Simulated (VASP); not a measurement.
Here is a VASP 6.6.1 calculation.

Contents of INCAR:

```
PREC = Accurate
ENCUT = 520
EDIFF = 1E-7
ISMEAR = -1
SIGMA = 0.15
LREAL = F
LASPH = T
NELM = 100
ALGO = Normal
ISIF = 2
LWAVE = F
LCHARG = F
NBANDS = 12
```

Contents of KPOINTS:

```
regular mesh
0
Gamma
  20 20 20
```

The input POSCAR:

```
Cu
1.0
    0.0000000000      1.7475954201      1.7475954201
    1.7475954201      0.0000000000      1.7475954201
    1.7475954201      1.7475954201      0.0000000000
Cu
1
Direct
    0.0000000000      0.0000000000      0.0000000000
```

Potentials or basis: VASP PAW LDA potentials, release 64 (Cu).

Launch:

```console
$ cat potpaw_LDA.64/Cu/POTCAR > POTCAR
$ mpirun -np 1 vasp_std > vasp.out
```

Problem. What does it give for the pressure?

Solution. 4.9 GPa.
